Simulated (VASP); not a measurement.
# KTmI4 (R3m) in VASP: single point with PBE

Aim: the single point of KTmI4 with PBE.

All numbers are computed with VASP 6.6.1; they aren't measurements. Logs are shortened: lines on timing, memory, paths and dates and some standing lists are left out, and cuts for length are marked.

### 1 The cell of the first run

Symmetry: R3m, No. 160, trigonal system. Conventional cell: a = 10.624 Å, b = 10.624 Å, c = 15.606 Å, α = 90.00°, β = 90.00°, γ = 120.00°. Within 4.7 Å of K (site symmetry 3m) lie 3 I at 3.58 Å and 1 Tm at 3.84 Å. Within 3.9 Å of Tm (site symmetry 3m) lie 4 I at 2.78 to 2.83 Å and 1 K at 3.84 Å. I (site symmetry m) has 1 Tm at 2.83 Å and 1 K at 3.58 Å and 1 I at 3.79 Å within 3.8 Å. I (site symmetry 3m) has 1 Tm at 2.78 Å and 3 I at 3.79 Å within 3.8 Å.

The cell was generated, and may not be a known phase.

### 2 Single point, PBE

File INCAR:

```
PREC = Accurate ; ENCUT = 500
EDIFF = 1E-6 ; ISMEAR = 0
SIGMA = 0.1 ; LREAL = False
LASPH = True ; NELM = 200
ALGO = Normal ; ISIF = 2
LWAVE = False ; LCHARG = False
GGA = PE ; NBANDS = 32
GGA_COMPAT = False ; LMAXMIX = 6
```

File KPOINTS:

```
regular mesh
0
Gamma
  3 3 3
```

File POSCAR:

```
KTmI4
1.0
    5.3118882217      3.0668200947      5.2018891887
   -5.3118882217      3.0668200947      5.2018891887
    0.0000000000     -6.1336401894      5.2018891887
K Tm I
1 1 4
Direct
    0.1125884333      0.1125884333      0.1125884333
    0.8666882938      0.8666882938      0.8666882938
    0.8127872462      0.2231783133      0.8127872462
    0.8127872462      0.8127872462      0.2231783133
    0.2231783133      0.8127872462      0.8127872462
    0.6886185872      0.6886185872      0.6886185872
```

Potentials or basis: VASP PAW PBE potentials, release 64 (K_sv, Tm_3, I), 4f in core.

Started as:

```bash
cat potpaw_PBE.64/K_sv/POTCAR potpaw_PBE.64/Tm_3/POTCAR potpaw_PBE.64/I/POTCAR > POTCAR
mpirun -np 1 vasp_std > vasp.out
```

OUTCAR:

```text
PREC = Accurate
   ENCUT = 500
   EDIFF = 1E-6
   ISMEAR = 0
   LREAL = False
   LASPH = True
   NELM = 200
   ISIF = 2
   GGA = PE

 ion  position               nearest neighbor table
   1  0.113  0.113  0.113-   4 3.58   3 3.58   5 3.58
   2  0.867  0.867  0.867-   6 2.78   4 2.83   5 2.83   3 2.83
   3  0.813  0.223  0.813-   2 2.83   1 3.58
   4  0.813  0.813  0.223-   2 2.83   1 3.58
   5  0.223  0.813  0.813-   2 2.83   1 3.58
   6  0.689  0.689  0.689-   2 2.78

  LATTYP: Found a trigonal (rhomboedric) cell.
 ALAT       =     8.0424618808
 COS(alpha) =     0.1275313542

  Lattice vectors:

 A1 = (   5.3118882217,   3.0668200947,   5.2018891887)
 A2 = (  -5.3118882217,   3.0668200947,   5.2018891887)
 A3 = (   0.0000000000,  -6.1336401894,   5.2018891887)

Analysis of symmetry for initial positions (statically):
=====================================================================
 Subroutine PRICEL returns:
 Original cell was already a primitive cell.

 Routine SETGRP: Setting up the symmetry group for a
 trigonal (rhombohedral) supercell.

 Subroutine GETGRP returns: Found  6 space group operations
 (whereof  6 operations were pure point group operations)
 out of a pool of 12 trial point group operations.

The static configuration has the point symmetry C_3v.

Analysis of symmetry for dynamics (positions and initial velocities):
=====================================================================
 Subroutine PRICEL returns:
 Original cell was already a primitive cell.

 Routine SETGRP: Setting up the symmetry group for a
 trigonal (rhombohedral) supercell.

 Subroutine GETGRP returns: Found  6 space group operations
 (whereof  6 operations were pure point group operations)
 out of a pool of 12 trial point group operations.

The dynamic configuration has the point symmetry C_3v.

 Subroutine INISYM returns: Found  6 space group operations
 (whereof  6 operations are pure point group operations),
 and found     1 'primitive' translations

----------------------------------------------------------------------------------------

                                     Primitive cell

  volume of cell :     508.4515

  direct lattice vectors                    reciprocal lattice vectors
     5.311888222  3.066820095  5.201889189     0.094128487  0.054345107  0.064079284
    -5.311888222  3.066820095  5.201889189    -0.094128487  0.054345107  0.064079284
[... 76 lines left out ...]
   EDIFFG = 0.1E-04   stopping-criterion for IOM
   NSW    =      0    number of steps for IOM
   IBRION =     -1    ionic relax: 0-MD 1-quasi-New 2-CG
   NFREE  =      0    steps in history (QN), initial steepest desc. (CG)
   ISIF   =      2    stress and relaxation
   ISYM   =      2    0-nonsym 1-usesym 2-fastsym
   POTIM  = 0.5000    time-step for ionic-motion
   TEBEG  =    0.0;   TEEND  =   0.0 temperature during run
   PSTRESS=    0.0 pullay stress
   NELECT =      46.0000    total number of electrons
   NUPDOWN=      -1.0000    fix difference up-down
   EMIN   =  10.00;   EMAX   =-10.00  energy-range for DOS
   EFERMI =   0.00;   METHOD = LEGACY
   ISMEAR =     0;   SIGMA  =   0.10  broadening in eV -4-tet -1-fermi 0-gaus
   EFERMI_NEDOS =   21; number of points for ismear=-14 and -15
   IALGO  =     38    algorithm
   IMIX   =      4    mixing-type and parameters
     AMIX     =   0.40;   BMIX     =  1.00
     AMIX_MAG =   1.60;   BMIX_MAG =  1.00
  volume/ion in A,a.u.               =      84.74       571.87
  Fermi-wavevector in a.u.,A,eV,Ry     =   0.734927  1.388811  7.348749  0.540118
  Thomas-Fermi vector in A             =   1.827999
   LORBIT       =      0    0 simple, 1 ext, 2 COOP (PROOUT), +10 PAW based schemes
   GGA     = PE    functional components
   LHFCALC =     F    Hartree Fock is set to
   AEXX    =    0.0000 exact exchange contribution
   IVDW    =     0    specifies the selected vdW correction
   LEPSILON=     F    determine dielectric tensor
   LRPA    =     F    only Hartree local field effects (RPA)
 non-spin polarized calculation
 Gauss-broadening in eV      SIGMA  =   0.10
  energy-cutoff  :      500.00
  volume of cell :      508.45
 maximum number of plane-waves:     12919
 NGX is ok and might be reduce to    60
   NGX = 29   NGY = 29   NGZ = 29

 number of electron      46.0000000 magnetization

 Free energy of the ion-electron system (eV)
  ---------------------------------------------------
  ext. energy  EPLUGINS =         0.00000000
  ---------------------------------------------------
  free energy    TOTEN  =       -18.77618631 eV

  energy without entropy =      -18.77618631  energy(sigma->0) =      -18.77618631

 E-fermi :  -1.7054     XC(G=0):  -4.8563

 val. band max:       -2.2227876481   @ k =   0.3333   0.3333   0.0000
 cond. band min:       1.0903811599   @ k =   0.0000   0.0000   0.0000
 fundamental gap:      3.3131688080
 Fermi energy:        -1.7053966542

 k-point     1 :       0.0000    0.0000    0.0000
  band No.  band energies     occupation
      1     -32.4552      2.00000
      2     -26.7056      2.00000
      3     -26.7056      2.00000
      4     -26.6475      2.00000
      5     -15.9440      2.00000
      6     -15.9232      2.00000
[... 199 lines left out ...]
     31       3.3685      0.00000
     32       3.5197      0.00000

------------------------ aborting loop because EDIFF is reached ----------------------------------------

  FORCE on cell =-STRESS in cart. coord.  units (eV):
  Direction    XX          YY          ZZ          XY          YZ          ZX
  --------------------------------------------------------------------------------------
  -------------------------------------------------------------------------------------
  Total        2.2002532      2.2002532      1.2095669      0.0000000      0.0000000      0.0000000
  in kB        6.9331990      6.9331990      3.8114560      0.0000000      0.0000000      0.0000000
  external PRESSURE =       5.8926180 kB  Pullay stress =       0.0000000 kB

 VOLUME and BASIS-vectors are now :
 -----------------------------------------------------------------------------
  energy-cutoff  :      500.00
  volume of cell :      508.45
      direct lattice vectors                 reciprocal lattice vectors
     5.311888222  3.066820095  5.201889189     0.094128487  0.054345107  0.064079284
    -5.311888222  3.066820095  5.201889189    -0.094128487  0.054345107  0.064079284
     0.000000000 -6.133640189  5.201889189     0.000000000 -0.108690214  0.064079284

 POSITION                                       TOTAL-FORCE (eV/Angst)
 -----------------------------------------------------------------------------------
      0.00000      0.00000      1.75702         0.000000     -0.000000      0.008433
      0.00000      0.00000     13.52525         0.000000     -0.000000     -0.021437
      3.13194     -1.80822      9.61701        -0.020300      0.011720      0.012589
      0.00000      3.61645      9.61701         0.000000     -0.023440      0.012589
     -3.13194     -1.80822      9.61701         0.020300      0.011720      0.012589
      0.00000      0.00000     10.74635         0.000000     -0.000000     -0.024764
 -----------------------------------------------------------------------------------
    total drift:                               -0.000000      0.000000      0.000201

  FREE ENERGIE OF THE ION-ELECTRON SYSTEM (eV)
  ---------------------------------------------------
  free  energy   TOTEN  =       -18.7761863109 eV

  energy  without entropy=      -18.7761863109  energy(sigma->0) =      -18.77618631
```

OSZICAR:

```text
N       E                     dE             d eps       ncg     rms          rms(c)
DAV:   1     0.322684977999E+03    0.32268E+03   -0.15886E+04   424   0.105E+03
DAV:   2     0.254992414697E+02   -0.29719E+03   -0.28449E+03   520   0.261E+02
DAV:   3    -0.166800246677E+02   -0.42179E+02   -0.41780E+02   576   0.847E+01
DAV:   4    -0.193788664065E+02   -0.26988E+01   -0.26946E+01   544   0.264E+01
DAV:   5    -0.194922974473E+02   -0.11343E+00   -0.11339E+00   696   0.441E+00    0.225E+01
DAV:   6    -0.189622038342E+02    0.53009E+00   -0.66773E-01   560   0.381E+00    0.138E+01
DAV:   7    -0.187680211468E+02    0.19418E+00   -0.95824E-01   504   0.379E+00    0.114E+00
DAV:   8    -0.187662864918E+02    0.17347E-02   -0.99004E-02   640   0.155E+00    0.983E-01
DAV:   9    -0.187669367181E+02   -0.65023E-03   -0.50990E-03   600   0.325E-01    0.725E-01
DAV:  10    -0.187709958823E+02   -0.40592E-02   -0.61613E-03   432   0.364E-01    0.308E-01
DAV:  11    -0.187737660920E+02   -0.27702E-02   -0.63883E-03   544   0.371E-01    0.228E-01
DAV:  12    -0.187754596956E+02   -0.16936E-02   -0.21348E-03   568   0.222E-01    0.201E-01
DAV:  13    -0.187759164764E+02   -0.45678E-03   -0.25423E-04   552   0.829E-02    0.112E-01
DAV:  14    -0.187761128912E+02   -0.19641E-03   -0.82470E-05   472   0.508E-02    0.530E-02
DAV:  15    -0.187761818965E+02   -0.69005E-04   -0.38665E-05   440   0.350E-02    0.954E-03
DAV:  16    -0.187761865740E+02   -0.46775E-05   -0.55793E-06   568   0.132E-02    0.114E-02
DAV:  17    -0.187761863109E+02    0.26311E-06   -0.16620E-06   368   0.703E-03
   1 F= -.18776186E+02 E0= -.18776186E+02  d E =-.473549E-13
```

Wall time 80 s (1 thread of Intel Xeon 6975P-C (Granite Rapids), shared host); peak memory 0.53 GiB.

What came out:

| Item | Value |
| --- | --- |
| Free energy | -18.7762 eV |
| Pressure | 0.6 GPa |
| Largest force | 0.027 eV/Å |
| Band gap on the k mesh | 3.31 eV (least direct gap 3.55 eV) |

Forces in eV/Å, atoms in the order of the input:
```
K    0.000  0.000  0.008
Tm   0.000  0.000 -0.021
I   -0.020  0.012  0.013
I    0.000 -0.023  0.013
I    0.020  0.012  0.013
I    0.000  0.000 -0.025
```

Caveat: spin-orbit coupling is left out, which moves the levels of the heavy elements; the 4f electrons are frozen in the core, so they carry no moment and show no levels. Spin polarisation is off, so any magnetic state and its effect on volume and gap are missing.
